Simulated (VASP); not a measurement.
# W (Fm-3m) in VASP: a series of runs

The runs below take W through single point, with PBE.

Everything below comes from runs of VASP 6.6.1. Logs are shortened: lines on timing, memory, paths and dates and some standing lists are left out, and cuts for length are marked.

## Step 1: The cell of the first run

It takes space group Fm-3m (No. 225, cubic). Conventional cell: a = 3.367 Å, b = 3.367 Å, c = 3.367 Å, α = 90.00°, β = 90.00°, γ = 90.00°. W (site symmetry m-3m) has 12 W at 2.38 Å within 3.1 Å.

## Step 2: Single point, PBE (volume scaled by 0.58)

The input, INCAR:

```
SYSTEM = W
PREC = Accurate ; ENCUT = 520
EDIFF = 1E-6 ; ISMEAR = -1
SIGMA = 0.1 ; LREAL = .FALSE.
LASPH = .TRUE. ; NELM = 60
ALGO = Normal ; ISIF = 2
LWAVE = .FALSE. ; LCHARG = .FALSE.
GGA = PE ; NBANDS = 13
```

The input, KPOINTS:

```
regular mesh
0
G
  18 18 18
  0 0 0
```

The input, POSCAR:

```
W
1.0
    0.0000000000      1.6836549928      1.6836549928
    1.6836549928      0.0000000000      1.6836549928
    1.6836549928      1.6836549928      0.0000000000
W
1
Direct
    0.0000000000      0.0000000000      0.0000000000
```

Potentials or basis: VASP PAW PBE potentials, release 64 (W_sv).

Command:

```sh
cat potpaw_PBE.64/W_sv/POTCAR > POTCAR
mpirun -np 1 vasp_std > vasp.out
```

OUTCAR:

```text
SYSTEM = W
   PREC = Accurate
   ENCUT = 520
   EDIFF = 1E-6
   ISMEAR = -1
   LREAL = .FALSE.
   LASPH = .TRUE.
   NELM = 60
   ISIF = 2
   GGA = PE

 ion  position               nearest neighbor table
   1  0.000  0.000  0.000-

  LATTYP: Found a face centered cubic cell.
 ALAT       =     3.3673099856

  Lattice vectors:

 A1 = (   0.0000000000,   1.6836549928,   1.6836549928)
 A2 = (   1.6836549928,   0.0000000000,   1.6836549928)
 A3 = (   1.6836549928,   1.6836549928,   0.0000000000)

Analysis of symmetry for initial positions (statically):
=====================================================================
 Subroutine PRICEL returns:
 Original cell was already a primitive cell.

 Routine SETGRP: Setting up the symmetry group for a
 face centered cubic supercell.

 Subroutine GETGRP returns: Found 48 space group operations
 (whereof 48 operations were pure point group operations)
 out of a pool of 48 trial point group operations.

The static configuration has the point symmetry O_h .

Analysis of symmetry for dynamics (positions and initial velocities):
=====================================================================
 Subroutine PRICEL returns:
 Original cell was already a primitive cell.

 Routine SETGRP: Setting up the symmetry group for a
 face centered cubic supercell.

 Subroutine GETGRP returns: Found 48 space group operations
 (whereof 48 operations were pure point group operations)
 out of a pool of 48 trial point group operations.

The dynamic configuration has the point symmetry O_h .

 Subroutine INISYM returns: Found 48 space group operations
 (whereof 48 operations are pure point group operations),
 and found     1 'primitive' translations

----------------------------------------------------------------------------------------

                                     Primitive cell

  volume of cell :       9.5453

  direct lattice vectors                    reciprocal lattice vectors
     0.000000000  1.683654993  1.683654993    -0.296972956  0.296972956  0.296972956
     1.683654993  0.000000000  1.683654993     0.296972956 -0.296972956  0.296972956
     1.683654993  1.683654993  0.000000000     0.296972956  0.296972956 -0.296972956

  length of vectors
[... 79 lines left out ...]
   NELM   =     60;   NELMIN=  2; NELMDL= -5     # of ELM steps
   EDIFF  = 0.1E-05   stopping-criterion for ELM
   LREAL  =      F    real-space projection
   EDIFFG = 0.1E-04   stopping-criterion for IOM
   NSW    =      0    number of steps for IOM
   IBRION =     -1    ionic relax: 0-MD 1-quasi-New 2-CG
   NFREE  =      0    steps in history (QN), initial steepest desc. (CG)
   ISIF   =      2    stress and relaxation
   ISYM   =      2    0-nonsym 1-usesym 2-fastsym
   POTIM  = 0.5000    time-step for ionic-motion
   TEBEG  =    0.0;   TEEND  =   0.0 temperature during run
   PSTRESS=    0.0 pullay stress
   NELECT =      14.0000    total number of electrons
   NUPDOWN=      -1.0000    fix difference up-down
   EMIN   =  10.00;   EMAX   =-10.00  energy-range for DOS
   EFERMI =   0.00;   METHOD = LEGACY
   ISMEAR =    -1;   SIGMA  =   0.10  broadening in eV -4-tet -1-fermi 0-gaus
   EFERMI_NEDOS =   21; number of points for ismear=-14 and -15
   IALGO  =     38    algorithm
   IMIX   =      4    mixing-type and parameters
     AMIX     =   0.40;   BMIX     =  1.00
     AMIX_MAG =   1.60;   BMIX_MAG =  1.00
  volume/ion in A,a.u.               =       9.55        64.41
  Fermi-wavevector in a.u.,A,eV,Ry     =   1.860035  3.514956 47.072478  3.459730
  Thomas-Fermi vector in A             =   2.908134
   LORBIT       =      0    0 simple, 1 ext, 2 COOP (PROOUT), +10 PAW based schemes
   GGA     = PE    functional components
   LHFCALC =     F    Hartree Fock is set to
   AEXX    =    0.0000 exact exchange contribution
   IVDW    =     0    specifies the selected vdW correction
   LEPSILON=     F    determine dielectric tensor
   LRPA    =     F    only Hartree local field effects (RPA)
 non-spin polarized calculation
  energy-cutoff  :      520.00
  volume of cell :        9.55
 maximum number of plane-waves:       271
 NGX is ok and might be reduce to    18
   NGX =  9   NGY =  9   NGZ =  9

 number of electron      13.9999999 magnetization

 Free energy of the ion-electron system (eV)
  ---------------------------------------------------
  ext. energy  EPLUGINS =         0.00000000
  ---------------------------------------------------
  free energy    TOTEN  =        -6.26009368 eV

  energy without entropy =       -6.24428609  energy(sigma->0) =       -6.25218989

 E-fermi :  19.9968     XC(G=0): -16.7435

 val. band max:       19.9520173149   @ k =  -0.4444   0.2778   0.0000
 cond. band min:      20.0840787990   @ k =  -0.3333   0.2222   0.0556
 fundamental gap:      0.1320614841
 Fermi energy:        19.9968243452

 k-point     1 :       0.0000    0.0000    0.0000
  band No.  band energies     occupation
      1     -54.1421      2.00000
      2     -15.6286      2.00000
      3     -15.6286      2.00000
      4     -15.6286      2.00000
      5       8.8196      2.00000
      6      17.7737      2.00000
      7      17.7737      2.00000
      8      17.7737      2.00000
      9      24.2339      0.00000
     10      24.2339      0.00000
     11      32.5748      0.00000
     12      41.0281      0.00000
     13      41.0281      0.00000
[... 354 lines left out ...]
  band No.  band energies     occupation
      1     -53.6691      2.00000
      2     -18.6678      2.00000
      3     -16.2084      2.00000
      4     -15.9092      2.00000
      5      11.7821      2.00000
      6      17.1688      2.00000
      7      18.6396      2.00000
      8      18.7380      1.99999
      9      22.8049      0.00000
     10      25.1712      0.00000
     11      34.5967      0.00000
     12      41.9220      0.00000
     13      47.6321      0.00000

 [... further k-points ...]
[... 5 lines left out ...]
  --------------------------------------------------------------------------------------
  -------------------------------------------------------------------------------------
  Total       26.8791490     26.8791490     26.8791490      0.0000000     -0.0000000      0.0000000
  in kB     4511.6644603   4511.6644603   4511.6644603      0.0000000     -0.0000000      0.0000000
  external PRESSURE =    4511.6644603 kB  Pullay stress =       0.0000000 kB

 VOLUME and BASIS-vectors are now :
 -----------------------------------------------------------------------------
  energy-cutoff  :      520.00
  volume of cell :        9.55
      direct lattice vectors                 reciprocal lattice vectors
     0.000000000  1.683654993  1.683654993    -0.296972956  0.296972956  0.296972956
     1.683654993  0.000000000  1.683654993     0.296972956 -0.296972956  0.296972956
     1.683654993  1.683654993  0.000000000     0.296972956  0.296972956 -0.296972956

 POSITION                                       TOTAL-FORCE (eV/Angst)
 -----------------------------------------------------------------------------------
      0.00000      0.00000      0.00000         0.000000      0.000000      0.000000
 -----------------------------------------------------------------------------------
    total drift:                                0.000000     -0.000000     -0.000000

  FREE ENERGIE OF THE ION-ELECTRON SYSTEM (eV)
  ---------------------------------------------------
  free  energy   TOTEN  =        -6.2600936824 eV

  energy  without entropy=       -6.2442860940  energy(sigma->0) =       -6.25218989
```

It took 21 s on 1 thread of Intel Xeon 6975P-C, shared host; peak memory 0.14 GiB.

Results:

| Property | Result |
| --- | --- |
| Free energy | -6.2601 eV |
| Pressure | 451.2 GPa |
| Band gap on the k mesh | zero (band 7 reaches 28.92 eV, above the bottom of band 8 at 17.77 eV) |

Caveat: spin-orbit coupling is left out, which moves the levels of the heavy elements.

## Step 3: Single point, PBE (volume scaled by 0.68)

The input, INCAR:

```
SYSTEM = W
ALGO = Normal
EDIFF = 1E-6
ENCUT = 520
GGA = PE
ISIF = 2
ISMEAR = -1
LASPH = .True.
LCHARG = .False.
LREAL = .False.
LWAVE = .False.
NBANDS = 13
NELM = 80
PREC = Accurate
SIGMA = 0.1
```

The input, KPOINTS:

```
k-points
0
Gamma
  18 18 18
  0 0 0
```

The input, POSCAR:

```
W
1.0
    0.0000000000      1.7753340210      1.7753340210
    1.7753340210      0.0000000000      1.7753340210
    1.7753340210      1.7753340210      0.0000000000
W
1
Direct
    0.0000000000      0.0000000000      0.0000000000
```

Potentials or basis: VASP PAW PBE potentials, release 64 (W_sv).

Command:

```sh
cat potpaw_PBE.64/W_sv/POTCAR > POTCAR
mpirun -np 1 vasp_std > vasp.out
```

It took 24 s on 1 thread of Intel Xeon 6975P-C, shared host; peak memory 0.15 GiB.

It converged, with:

* Free energy: -9.6618 eV
* Pressure: 234.5 GPa
* Band gap on the k mesh: zero (band 7 reaches 23.22 eV, above the bottom of band 8 at 15.25 eV)

Levels at points of the mesh, in eV from the Fermi level:
```csv
k point,band 5,band 6,band 7,band 8,band 9,band 10
"(0.00, 0.00, 0.00)",-10.74,-1.44,-1.44,-1.44,3.83,3.83
"(0.50, 0.00, 0.00)",-8.12,-1.91,-1.91,2.73,8.12,8.12
"(0.50, 0.50, 0.00)",-8.97,-7.74,6.52,8.14,9.48,9.48
```

Caveat: spin-orbit coupling is left out, which moves the levels of the heavy elements.
